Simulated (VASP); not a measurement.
Zn: single point with PBEsol

Zn:

```xyz
1
Lattice="-1.5850 1.5850 1.5377 1.5850 -1.5850 1.5377 1.5850 1.5850 -1.5377" Properties=species:S:1:pos:R:3 pbc="T T T"
Zn    0.0000    0.0000    0.0000
```

```
Program             : VASP 6.6.1
Task                : single point
Functional          : PBEsol
Potentials or basis : VASP PAW PBE potentials, release 64 (Zn)
Cutoff              : 520 eV
k mesh              : 12 × 12 × 12
Occupations         : fermi-dirac, width 0.05 eV
Spin                : no spin polarisation
```

```
Pressure               : -4.9 GPa
Band gap on the k mesh : zero (band 6 reaches 6.77 eV, above the bottom of band 7 at 1.71 eV)
```

Stress tensor (GPa, compression positive):
```
-4.81  0.00  0.00
 0.00 -4.81  0.00
 0.00  0.00 -5.18
```

Levels at points of the mesh, in eV from the Fermi level:
| k point | band 2 | band 3 | band 4 | band 5 | band 6 | band 7 | band 8 | band 9 | band 10 | band 11 |
| --- | --- | --- | --- | --- | --- | --- | --- | --- | --- | --- |
| (0.00, 0.00, 0.00) | -7.78 | -7.72 | -7.72 | -7.27 | -7.21 | 18.67 | 18.67 | 19.21 | 20.65 | 20.65 |
| (0.50, 0.00, 0.00) | -8.06 | -7.26 | -7.18 | -6.90 | -2.61 | -0.91 | 11.01 | 12.38 | 15.02 | 16.46 |
| (0.50, 0.50, 0.00) | -8.00 | -7.30 | -7.22 | -6.91 | -2.78 | -1.22 | 11.68 | 13.16 | 15.69 | 17.12 |
| (0.50, 0.50, 0.50) | -8.29 | -6.99 | -6.99 | -6.98 | 3.84 | 3.84 | 4.77 | 7.23 | 8.29 | 8.97 |

Run time: 15 s on 1 thread of AMD EPYC 7R13 Processor (Zen 3), on a shared host, peak memory 0.11 GiB.

Caveat: the PAW data sets were made with another functional, which shifts forces and pressure a little.
